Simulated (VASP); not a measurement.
# CrAgAs2 (R-3m) in VASP: single point with PBEsol

Aim: the single point of CrAgAs2 with PBEsol.

All numbers are computed with VASP 6.6.1; they aren't measurements. Logs are shortened: lines on timing, memory, paths and dates and some standing lists are left out, and cuts for length are marked.

### 1 The cell of the first run

Symmetry: R-3m, No. 166, trigonal system. Conventional cell: a = 3.434 Å, b = 3.434 Å, c = 21.275 Å, α = 90.00°, β = 90.00°, γ = 120.00°. Within 2.9 Å of As (site symmetry 3m) lie 3 Cr at 2.17 Å and 1 Ag at 2.66 Å and 3 As at 2.66 Å. Ag (site symmetry -3m) has 2 As at 2.66 Å and 6 Ag at 3.43 Å within 3.5 Å. Within 2.9 Å of Cr (site symmetry -3m) lie 6 As at 2.17 Å.

### 2 Single point, PBEsol

Input file INCAR:

```
SYSTEM = CrAgAs2
ALGO = Normal
EDIFF = 1E-7
ENCUT = 520
GGA = PS
ISIF = 2
ISMEAR = -1
LASPH = .TRUE.
LCHARG = .FALSE.
LREAL = .FALSE.
LWAVE = .FALSE.
NBANDS = 24
NELM = 80
PREC = Accurate
SIGMA = 0.1
```

Input file KPOINTS:

```
k-points
0
G
  10 10 10
  0 0 0
```

Input file POSCAR:

```
CrAgAs2
1.0
    1.7171410000      2.9741740000      0.0000000000
   -1.7171410000      2.9741740000      0.0000000000
    0.0000000000     -1.9827790000      7.0916040000
As Ag Cr
2 1 1
Direct
    0.1250000000      0.1250000000      0.3750000000
    0.8750000000      0.8750000000      0.6250000000
    0.0000000000      0.0000000000      0.0000000000
    0.5000000000      0.5000000000      0.5000000000
```

Potentials or basis: VASP PAW PBE potentials, release 64 (As, Ag, Cr_pv).

Command:

```sh
> cat potpaw_PBE.64/As/POTCAR potpaw_PBE.64/Ag/POTCAR potpaw_PBE.64/Cr_pv/POTCAR > POTCAR
> mpirun -np 1 vasp_std > vasp.out
```

OUTCAR:

```text
SYSTEM = CrAgAs2
   EDIFF = 1E-7
   ENCUT = 520
   GGA = PS
   ISIF = 2
   ISMEAR = -1
   LASPH = .TRUE.
   LREAL = .FALSE.
   NELM = 80
   PREC = Accurate

 ion  position               nearest neighbor table
   1  0.125  0.125  0.375-   4 2.17   4 2.17   4 2.17   3 2.66   2 2.66   2 2.66   2 2.66
   2  0.875  0.875  0.625-   4 2.17   4 2.17   4 2.17   3 2.66   1 2.66   1 2.66   1 2.66
   3  0.000  0.000  0.000-   1 2.66   2 2.66
   4  0.500  0.500  0.500-   1 2.17   2 2.17   1 2.17   1 2.17   2 2.17   2 2.17

  LATTYP: Found a trigonal (rhomboedric) cell.
 ALAT       =     7.3635782438
 COS(alpha) =     0.8912412770

  Lattice vectors:

 A1 = (   1.7171410000,   0.9913950000,   7.0916040000)
 A2 = (  -1.7171410000,   0.9913950000,   7.0916040000)
 A3 = (   0.0000000000,  -1.9827790000,   7.0916040000)

Analysis of symmetry for initial positions (statically):
=====================================================================
 Subroutine PRICEL returns:
 Original cell was already a primitive cell.

 Routine SETGRP: Setting up the symmetry group for a
 trigonal (rhombohedral) supercell.

 Subroutine GETGRP returns: Found 12 space group operations
 (whereof 12 operations were pure point group operations)
 out of a pool of 12 trial point group operations.

The static configuration has the point symmetry D_3d.

Analysis of symmetry for dynamics (positions and initial velocities):
=====================================================================
 Subroutine PRICEL returns:
 Original cell was already a primitive cell.

 Routine SETGRP: Setting up the symmetry group for a
 trigonal (rhombohedral) supercell.

 Subroutine GETGRP returns: Found 12 space group operations
 (whereof 12 operations were pure point group operations)
 out of a pool of 12 trial point group operations.

The dynamic configuration has the point symmetry D_3d.

 Subroutine INISYM returns: Found 12 space group operations
 (whereof 12 operations are pure point group operations),
 and found     1 'primitive' translations

----------------------------------------------------------------------------------------

                                     Primitive cell

  volume of cell :      72.4347

  direct lattice vectors                    reciprocal lattice vectors
     1.717141000  2.974174000  0.000000000     0.291181679  0.168113903  0.047003854
    -1.717141000  2.974174000  0.000000000    -0.291181679  0.168113903  0.047003854
     0.000000000 -1.982779000  7.091604000     0.000000000  0.000000000  0.141011822

  length of vectors
     3.434280739  3.434280739  7.363576567     0.339497301  0.339497301  0.141011822

  position of ions in fractional coordinates (direct lattice)
     0.125000000  0.125000000  0.375000000
     0.875000000  0.875000000  0.625000000
     0.000000000  0.000000000  0.000000000
     0.500000000  0.500000000  0.500000000

  ion indices of the primitive-cell ions
   primitive index   ion index
                 1           1
                 2           2
                 3           3
                 4           4

----------------------------------------------------------------------------------------

 KPOINTS: k-points

Automatic generation of k-mesh.
 Grid dimensions read from file:
 generate k-points for:   10   10   10

 Generating k-lattice:

  Cartesian coordinates                     Fractional coordinates (reciprocal lattice)
     0.029118168  0.016811390  0.004700385     0.100000000  0.000000000  0.000000000
    -0.029118168  0.016811390  0.004700385     0.000000000  0.100000000  0.000000000
     0.000000000  0.000000000  0.014101182     0.000000000  0.000000000  0.100000000

  Length of vectors
     0.033949730  0.033949730  0.014101182

  Shift w.r.t. Gamma in fractional coordinates (k-lattice)
     0.000000000  0.000000000  0.000000000

 Subroutine IBZKPT returns following result:
 ===========================================

 Found    116 irreducible k-points:

 Following reciprocal coordinates:
            Coordinates               Weight
  0.000000  0.000000  0.000000      1.000000
  0.100000  0.000000 -0.000000      6.000000
  0.200000  0.000000 -0.000000      6.000000
  0.300000  0.000000 -0.000000      6.000000
  0.400000  0.000000 -0.000000      6.000000
  0.500000  0.000000 -0.000000      3.000000
[... 16 lines left out ...]
  0.300000  0.300000 -0.000000      6.000000
  0.400000  0.300000  0.000000     12.000000
 [... further k-points ...]
   k-points           NKPTS =    116   k-points in BZ     NKDIM =    116   number of bands    NBANDS=     24
   number of dos      NEDOS =    301   number of ions     NIONS =      4
   total plane-waves  NPLWV =  43904
   dimension x,y,z NGX =    28 NGY =   28 NGZ =   56
   dimension x,y,z NGXF=    56 NGYF=   56 NGZF=  112
   ions per type =               2   1   1
   NGX,Y,Z   is equivalent  to a cutoff of  13.55, 13.55, 12.64 a.u.
   NGXF,Y,Z  is equivalent  to a cutoff of  27.11, 27.11, 25.29 a.u.
 SYSTEM =  CrAgAs2
   PREC   = accura    normal or accurate (medium, high low for compatibility)
   ISTART =      0    job   : 0-new  1-cont  2-samecut
   ICHARG =      2    charge: 1-file 2-atom 10-const
   ISPIN  =      1    spin polarized calculation?
   LNONCOLLINEAR =      F non collinear calculations
   LSORBIT =      F    spin-orbit coupling
   LASPH  =      T    aspherical Exc in radial PAW
   ENCUT  =  520.0 eV  38.22 Ry    6.18 a.u.   6.39  6.39 13.69*2*pi/ulx,y,z
   NELM   =     80;   NELMIN=  2; NELMDL= -5     # of ELM steps
   EDIFF  = 0.1E-06   stopping-criterion for ELM
   LREAL  =      F    real-space projection
   EDIFFG = 0.1E-05   stopping-criterion for IOM
   NSW    =      0    number of steps for IOM
   IBRION =     -1    ionic relax: 0-MD 1-quasi-New 2-CG
   NFREE  =      0    steps in history (QN), initial steepest desc. (CG)
   ISIF   =      2    stress and relaxation
   ISYM   =      2    0-nonsym 1-usesym 2-fastsym
   POTIM  = 0.5000    time-step for ionic-motion
   TEBEG  =    0.0;   TEEND  =   0.0 temperature during run
   PSTRESS=    0.0 pullay stress
   NELECT =      33.0000    total number of electrons
   NUPDOWN=      -1.0000    fix difference up-down
   EMIN   =  10.00;   EMAX   =-10.00  energy-range for DOS
   EFERMI =   0.00;   METHOD = LEGACY
   ISMEAR =    -1;   SIGMA  =   0.10  broadening in eV -4-tet -1-fermi 0-gaus
   EFERMI_NEDOS =   21; number of points for ismear=-14 and -15
   IALGO  =     38    algorithm
   IMIX   =      4    mixing-type and parameters
     AMIX     =   0.40;   BMIX     =  1.00
     AMIX_MAG =   1.60;   BMIX_MAG =  1.00
  volume/ion in A,a.u.               =      18.11       122.20
  Fermi-wavevector in a.u.,A,eV,Ry     =   1.259691  2.380470 21.590001  1.586820
  Thomas-Fermi vector in A             =   2.393238
   LORBIT       =      0    0 simple, 1 ext, 2 COOP (PROOUT), +10 PAW based schemes
   GGA     = PS    functional components
   LHFCALC =     F    Hartree Fock is set to
   AEXX    =    0.0000 exact exchange contribution
   IVDW    =     0    specifies the selected vdW correction
   LEPSILON=     F    determine dielectric tensor
   LRPA    =     F    only Hartree local field effects (RPA)
 non-spin polarized calculation
  energy-cutoff  :      520.00
  volume of cell :       72.43
 maximum number of plane-waves:      1970
 NGX is ok and might be reduce to    28
   NGX = 13   NGY = 13   NGZ = 27

 number of electron      32.9999996 magnetization

 Free energy of the ion-electron system (eV)
  ---------------------------------------------------
  ext. energy  EPLUGINS =         0.00000000
  ---------------------------------------------------
  free energy    TOTEN  =       -19.67082422 eV

  energy without entropy =      -19.56293967  energy(sigma->0) =      -19.61688194

 E-fermi :   6.2813     XC(G=0): -10.9093

 val. band max:        6.2729327904   @ k =   0.4000   0.1000   0.3000
 cond. band min:       6.3017491428   @ k =   0.4000   0.1000   0.2000
 fundamental gap:      0.0288163524
 Fermi energy:         6.2813198815

 k-point     1 :       0.0000    0.0000    0.0000
  band No.  band energies     occupation
      1     -36.2415      2.00000
      2     -36.2415      2.00000
      3     -35.9932      2.00000
      4      -8.9315      2.00000
      5      -3.7392      2.00000
      6       0.1063      2.00000
[... 16 lines left out ...]
     23      12.4330      0.00000
     24      14.6190      0.00000

 k-point     2 :       0.1000    0.0000   -0.0000
  band No.  band energies     occupation
      1     -36.2497      2.00000
      2     -36.2434      2.00000
      3     -35.9921      2.00000
      4      -8.7574      2.00000
      5      -3.7465      2.00000
      6       0.2257      2.00000
[... 16 lines left out ...]
     23      12.2681      0.00000
     24      14.8278      0.00000

 k-point     3 :       0.2000    0.0000   -0.0000
  band No.  band energies     occupation
      1     -36.2712      2.00000
      2     -36.2482      2.00000
      3     -35.9893      2.00000
      4      -8.2519      2.00000
      5      -3.8130      2.00000
      6       0.5070      2.00000
[... 16 lines left out ...]
     23      12.5396      0.00000
     24      14.0901      0.00000

 k-point     4 :       0.3000    0.0000   -0.0000
  band No.  band energies     occupation
      1     -36.2975      2.00000
      2     -36.2542      2.00000
      3     -35.9859      2.00000
      4      -7.4686      2.00000
      5      -4.0547      2.00000
      6       0.1130      2.00000
[... 16 lines left out ...]
     23      12.5941      0.00000
     24      13.4432      0.00000

 k-point     5 :       0.4000    0.0000   -0.0000
  band No.  band energies     occupation
      1     -36.3187      2.00000
      2     -36.2590      2.00000
      3     -35.9831      2.00000
      4      -6.5150      2.00000
      5      -4.5743      2.00000
      6      -0.1380      2.00000
[... 16 lines left out ...]
     23      11.9881      0.00000
     24      13.4036      0.00000

 k-point     6 :       0.5000    0.0000   -0.0000
  band No.  band energies     occupation
      1     -36.3268      2.00000
      2     -36.2609      2.00000
      3     -35.9820      2.00000
      4      -5.7637      2.00000
      5      -5.1609      2.00000
      6      -0.2396      2.00000
[... 16 lines left out ...]
     23      12.0023      0.00000
     24      13.5709      0.00000
[... 379 lines left out ...]
 k-point    21 :      -0.3000    0.2000    0.0000
  band No.  band energies     occupation
      1     -36.3126      2.00000
      2     -36.2752      2.00000
      3     -35.9820      2.00000
      4      -6.1826      2.00000
      5      -4.5606      2.00000
      6       0.2524      2.00000
[... 16 lines left out ...]
     23      12.0714      0.00000
     24      13.5341      0.00000

 k-point    22 :      -0.2000    0.2000    0.0000
  band No.  band energies     occupation
      1     -36.3018      2.00000
      2     -36.2649      2.00000
      3     -35.9843      2.00000
      4      -7.0435      2.00000
      5      -4.1555      2.00000
      6       0.2433      2.00000
[... 16 lines left out ...]
     23      13.3198      0.00000
     24      13.3887      0.00000

 k-point    23 :       0.3000    0.3000   -0.0000
  band No.  band energies     occupation
      1     -36.2975      2.00000
      2     -36.2542      2.00000
      3     -35.9859      2.00000
      4      -7.4613      2.00000
      5      -4.0914      2.00000
      6      -0.0613      2.00000
[... 16 lines left out ...]
     23      12.8187      0.00000
     24      13.4513      0.00000

 k-point    24 :       0.4000    0.3000    0.0000
  band No.  band energies     occupation
      1     -36.3086      2.00000
      2     -36.2612      2.00000
      3     -35.9839      2.00000
      4      -6.8913      2.00000
      5      -4.3228      2.00000
      6      -0.1658      2.00000
[... 16 lines left out ...]
     23      12.6770      0.00000
     24      13.3247      0.00000

 [... further k-points ...]

------------------------ aborting loop because EDIFF is reached ----------------------------------------

  FORCE on cell =-STRESS in cart. coord.  units (eV):
  Direction    XX          YY          ZZ          XY          YZ          ZX
  --------------------------------------------------------------------------------------
  -------------------------------------------------------------------------------------
  Total       14.9905574     14.9905427      9.3306340      0.0000000      0.0000048      0.0000000
  in kB      331.5748347    331.5745101    206.3834817      0.0000000      0.0001067      0.0000000
  external PRESSURE =     289.8442755 kB  Pullay stress =       0.0000000 kB

 VOLUME and BASIS-vectors are now :
 -----------------------------------------------------------------------------
  energy-cutoff  :      520.00
  volume of cell :       72.43
      direct lattice vectors                 reciprocal lattice vectors
     1.717141000  2.974174000  0.000000000     0.291181679  0.168113903  0.047003854
    -1.717141000  2.974174000  0.000000000    -0.291181679  0.168113903  0.047003854
     0.000000000 -1.982779000  7.091604000     0.000000000  0.000000000  0.141011822

 POSITION                                       TOTAL-FORCE (eV/Angst)
 -----------------------------------------------------------------------------------
      0.00000      0.00000      2.65935         0.000000     -0.000003     -5.968131
      0.00000      3.96557      4.43225         0.000000      0.000003      5.968131
      0.00000      0.00000      0.00000         0.000000      0.000000      0.000000
      0.00000      1.98278      3.54580         0.000000     -0.000000      0.000000
 -----------------------------------------------------------------------------------
    total drift:                               -0.000000     -0.000000      0.000000

  FREE ENERGIE OF THE ION-ELECTRON SYSTEM (eV)
  ---------------------------------------------------
  free  energy   TOTEN  =       -19.6708242188 eV

  energy  without entropy=      -19.5629396674  energy(sigma->0) =      -19.61688194
```

Run time: 2.9 min. Hardware: 1 thread of Intel Xeon Platinum 8259CL at 2.50GHz (Skylake/Cascade Lake), shared host; peak memory 0.36 GiB.

What came out:

```yaml
Free_energy: -19.6708 eV
Pressure: 29.0 GPa
Largest_force: 5.968 eV/Å
Band_gap_on_the_k_mesh: zero (an odd number of electrons rules out a gap without spin polarisation)
```

Forces on the atoms (eV/Å):
```
As   0.000  0.000 -5.968
As   0.000  0.000  5.968
Ag   0.000  0.000  0.000
Cr   0.000  0.000  0.000
```

Stress tensor (GPa, compression positive):
```
33.16  0.00  0.00
 0.00 33.16  0.00
 0.00  0.00 20.64
```

Caveat: the cell stands under pressure; the PAW data sets were made with another functional, which shifts forces and pressure a little; the run has no spin polarisation, though such a crystal can be magnetic. Spin polarisation is off, so any magnetic state and its effect on volume and gap are missing.
